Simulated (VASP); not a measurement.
# Pb (Fm-3m) in VASP: notebook

The runs below take Pb through single point, relaxation of cell and atoms, with PBEsol.

Everything below comes from runs of VASP 6.6.1. Logs are shortened: lines on timing, memory, paths and dates and some standing lists are left out, and cuts for length are marked.

## (1) The cell of the first run

It takes space group Fm-3m (No. 225, cubic). Conventional cell: a = 4.935 Å, b = 4.935 Å, c = 4.935 Å, α = 90.00°, β = 90.00°, γ = 90.00°. Within 4.6 Å of Pb (site symmetry m-3m) lie 12 Pb at 3.49 Å.

## (2) Single point, PBEsol

File INCAR:

```
ALGO = Fast
EDIFF = 1E-6
ENCUT = 520
GGA = PS
ISIF = 2
ISMEAR = 0
LASPH = True
LCHARG = False
LREAL = False
LWAVE = False
NBANDS = 13
NELM = 80
PREC = Accurate
SIGMA = 0.1
```

File KPOINTS:

```
k-points
0
Gamma
  14 14 14
```

File POSCAR:

```
Pb
1.0
    0.0000000000      2.4674785448      2.4674785448
    2.4674785448      0.0000000000      2.4674785448
    2.4674785448      2.4674785448      0.0000000000
Pb
1
Direct
    0.0000000000      0.0000000000      0.0000000000
```

Potentials or basis: VASP PAW PBE potentials, release 64 (Pb_d).

Started as:

```console
> cat potpaw_PBE.64/Pb_d/POTCAR > POTCAR
> mpirun -np 1 vasp_std > vasp.out
```

OUTCAR:

```text
EDIFF = 1E-6
   ENCUT = 520
   GGA = PS
   ISIF = 2
   ISMEAR = 0
   LASPH = True
   LREAL = False
   NELM = 80
   PREC = Accurate

 ion  position               nearest neighbor table
   1  0.000  0.000  0.000-

  LATTYP: Found a face centered cubic cell.
 ALAT       =     4.9349570896

  Lattice vectors:

 A1 = (   0.0000000000,   2.4674785448,   2.4674785448)
 A2 = (   2.4674785448,   0.0000000000,   2.4674785448)
 A3 = (   2.4674785448,   2.4674785448,   0.0000000000)

Analysis of symmetry for initial positions (statically):
=====================================================================
 Subroutine PRICEL returns:
 Original cell was already a primitive cell.

 Routine SETGRP: Setting up the symmetry group for a
 face centered cubic supercell.

 Subroutine GETGRP returns: Found 48 space group operations
 (whereof 48 operations were pure point group operations)
 out of a pool of 48 trial point group operations.

The static configuration has the point symmetry O_h .

Analysis of symmetry for dynamics (positions and initial velocities):
=====================================================================
 Subroutine PRICEL returns:
 Original cell was already a primitive cell.

 Routine SETGRP: Setting up the symmetry group for a
 face centered cubic supercell.

 Subroutine GETGRP returns: Found 48 space group operations
 (whereof 48 operations were pure point group operations)
 out of a pool of 48 trial point group operations.

The dynamic configuration has the point symmetry O_h .

 Subroutine INISYM returns: Found 48 space group operations
 (whereof 48 operations are pure point group operations),
 and found     1 'primitive' translations

----------------------------------------------------------------------------------------

                                     Primitive cell

  volume of cell :      30.0462

  direct lattice vectors                    reciprocal lattice vectors
     0.000000000  2.467478545  2.467478545    -0.202636007  0.202636007  0.202636007
     2.467478545  0.000000000  2.467478545     0.202636007 -0.202636007  0.202636007
     2.467478545  2.467478545  0.000000000     0.202636007  0.202636007 -0.202636007

  length of vectors
     3.489541623  3.489541623  3.489541623     0.350975860  0.350975860  0.350975860

  position of ions in fractional coordinates (direct lattice)
     0.000000000  0.000000000  0.000000000

  ion indices of the primitive-cell ions
   primitive index   ion index
                 1           1
[... 81 lines left out ...]
   TEBEG  =    0.0;   TEEND  =   0.0 temperature during run
   PSTRESS=    0.0 pullay stress
   NELECT =      14.0000    total number of electrons
   NUPDOWN=      -1.0000    fix difference up-down
   EMIN   =  10.00;   EMAX   =-10.00  energy-range for DOS
   EFERMI =   0.00;   METHOD = LEGACY
   ISMEAR =     0;   SIGMA  =   0.10  broadening in eV -4-tet -1-fermi 0-gaus
   EFERMI_NEDOS =   21; number of points for ismear=-14 and -15
   IALGO  =     68    algorithm
   IMIX   =      4    mixing-type and parameters
     AMIX     =   0.40;   BMIX     =  1.00
     AMIX_MAG =   1.60;   BMIX_MAG =  1.00
  volume/ion in A,a.u.               =      30.05       202.76
  Fermi-wavevector in a.u.,A,eV,Ry     =   1.269173  2.398389 21.916263  1.610800
  Thomas-Fermi vector in A             =   2.402228
   LORBIT       =      0    0 simple, 1 ext, 2 COOP (PROOUT), +10 PAW based schemes
   GGA     = PS    functional components
   LHFCALC =     F    Hartree Fock is set to
   AEXX    =    0.0000 exact exchange contribution
   IVDW    =     0    specifies the selected vdW correction
   LEPSILON=     F    determine dielectric tensor
   LRPA    =     F    only Hartree local field effects (RPA)
 non-spin polarized calculation
 RMM-DIIS sequential band-by-band and
 Gauss-broadening in eV      SIGMA  =   0.10
  energy-cutoff  :      520.00
  volume of cell :       30.05
 maximum number of plane-waves:       869
 NGX is ok and might be reduce to    28
   NGX = 13   NGY = 13   NGZ = 13

 number of electron      13.9999999 magnetization

 Free energy of the ion-electron system (eV)
  ---------------------------------------------------
  ext. energy  EPLUGINS =         0.00000000
  ---------------------------------------------------
  free energy    TOTEN  =        -4.00370229 eV

  energy without entropy =       -4.00161865  energy(sigma->0) =       -4.00266047

 E-fermi :   7.2365     XC(G=0): -10.3852

 val. band max:        7.2340571031   @ k =  -0.2857   0.2857   0.0714
 cond. band min:       7.2511376348   @ k =   0.3571   0.2143   0.0000
 fundamental gap:      0.0170805317
 Fermi energy:         7.2364823440

 k-point     1 :       0.0000    0.0000    0.0000
  band No.  band energies     occupation
      1      -9.7909      2.00000
      2      -9.7909      2.00000
      3      -9.7909      2.00000
      4      -9.6449      2.00000
      5      -9.6449      2.00000
      6      -4.6276      2.00000
      7      14.6872      0.00000
      8      14.6872      0.00000
      9      14.6872      0.00000
     10      16.9726      0.00000
     11      18.6360      0.00000
     12      19.7500      0.00000
     13      19.7500      0.00000
[... 354 lines left out ...]
  band No.  band energies     occupation
      1      -9.8339      2.00000
      2      -9.7308      2.00000
      3      -9.7015      2.00000
      4      -9.6584      2.00000
      5      -9.5732      2.00000
      6      -3.1784      2.00000
      7       8.4600      0.00000
      8      11.9634      0.00000
      9      12.2233      0.00000
     10      15.6516      0.00000
     11      17.2721      0.00000
     12      21.0495      0.00000
     13      21.6680      0.00000

 [... further k-points ...]

------------------------ aborting loop because EDIFF is reached ----------------------------------------

  FORCE on cell =-STRESS in cart. coord.  units (eV):
  Direction    XX          YY          ZZ          XY          YZ          ZX
  --------------------------------------------------------------------------------------
  -------------------------------------------------------------------------------------
  Total       -0.0047358     -0.0047358     -0.0047358      0.0000000      0.0000000     -0.0000000
  in kB       -0.2525279     -0.2525279     -0.2525279      0.0000000      0.0000000     -0.0000000
  external PRESSURE =      -0.2525279 kB  Pullay stress =       0.0000000 kB

 VOLUME and BASIS-vectors are now :
 -----------------------------------------------------------------------------
  energy-cutoff  :      520.00
  volume of cell :       30.05
      direct lattice vectors                 reciprocal lattice vectors
     0.000000000  2.467478545  2.467478545    -0.202636007  0.202636007  0.202636007
     2.467478545  0.000000000  2.467478545     0.202636007 -0.202636007  0.202636007
     2.467478545  2.467478545  0.000000000     0.202636007  0.202636007 -0.202636007

 POSITION                                       TOTAL-FORCE (eV/Angst)
 -----------------------------------------------------------------------------------
      0.00000      0.00000      0.00000        -0.000000     -0.000000     -0.000000
 -----------------------------------------------------------------------------------
    total drift:                               -0.000000     -0.000000     -0.000000

  FREE ENERGIE OF THE ION-ELECTRON SYSTEM (eV)
  ---------------------------------------------------
  free  energy   TOTEN  =        -4.0037022936 eV

  energy  without entropy=       -4.0016186463  energy(sigma->0) =       -4.00266047
```

Run time: 91 s. Hardware: 1 thread of Intel Xeon 8259CL, shared host; peak memory 0.15 GiB.

What came out:

```
Free energy            : -4.0037 eV
Pressure               : 0.0 GPa
Band gap on the k mesh : zero (band 7 reaches 14.69 eV, above the bottom of band 8 at 5.61 eV)
```

Caveat: the PAW data sets were made with another functional, which shifts forces and pressure a little; spin-orbit coupling is left out, which moves the levels of the heavy elements.

## (3) Relaxation of cell and atoms, PBEsol

This run uses another cell than the first one, of 30.32 Å³/atom, 1.009 times its volume.

File INCAR:

```
PREC = Accurate
ENCUT = 600
EDIFF = 1E-7
ISMEAR = 0
SIGMA = 0.1
LREAL = F
LASPH = T
NELM = 100
ALGO = Normal
ISIF = 3
LWAVE = F
LCHARG = F
GGA = PS
IBRION = 2
NSW = 100
EDIFFG = -0.002
```

File KPOINTS:

```
Automatic mesh
0
Gamma
  14 14 14
```

File POSCAR:

```
Pb
1.0
    0.0000000000      2.4750200000      2.4750200000
    2.4750200000      0.0000000000      2.4750200000
    2.4750200000      2.4750200000      0.0000000000
Pb
1
Direct
    0.0000000000      0.0000000000      0.0000000000
```

Potentials or basis: VASP PAW PBE potentials, release 64 (Pb_d).

Started as:

```console
> cat potpaw_PBE.64/Pb_d/POTCAR > POTCAR
> mpirun -np 1 vasp_std > vasp.out
```

Wall time 2.4 min (1 thread of Intel Xeon 8259CL, shared host); peak memory 0.17 GiB.

Results (log left out):

```yaml
Free_energy: -4.0038 eV
Relaxed_volume: 30.04 Å³/atom
Relaxed_cell: a = 3.489 Å, b = 3.489 Å, c = 3.489 Å, α = 60.00°, β = 60.00°, γ = 60.00°
Space_group_after_relaxing_to_0.05_Å: Fm-3m (No. 225)
Energy_gained_by_relaxing: 0.4 meV/atom
Ionic_steps: 3
Pressure_after_relaxing: 0.0 GPa
Band_gap_on_the_k_mesh: zero (band 7 reaches 14.69 eV, above the bottom of band 8 at 5.62 eV)
```

The path:
```csv
step,energy change (eV),largest force (eV/Å),pressure (GPa),volume (Å³)
1,0.0000,0.0000,-0.44,30.32
2,-0.0004,0.0000,0.13,29.96
3,-0.0004,0.0000,0.00,30.04
```

Final structure:
```xyz
1
Lattice="0.0000 2.4674 2.4674 2.4674 0.0000 2.4674 2.4674 2.4674 0.0000" Properties=species:S:1:pos:R:3 pbc="T T T"
Pb    0.0000    0.0000    0.0000
```

Levels at points of the mesh, in eV from the Fermi level:
| k point | band 4 | band 5 | band 6 | band 7 | band 8 | band 9 | band 10 | band 11 |
| --- | --- | --- | --- | --- | --- | --- | --- | --- |
| (0.00, 0.00, 0.00) | -16.88 | -16.88 | -11.87 | 7.45 | 7.45 | 7.45 | 9.74 | 11.40 |
| (0.50, 0.00, 0.00) | -16.74 | -16.74 | -8.18 | -4.30 | 5.59 | 5.59 | 9.20 | 9.51 |
| (0.50, 0.50, 0.00) | -16.71 | -16.71 | -6.74 | -3.36 | 2.02 | 2.02 | 5.36 | 6.64 |

Caveat: the PAW data sets were made with another functional, which shifts forces and pressure a little; spin-orbit coupling is left out, which moves the levels of the heavy elements.
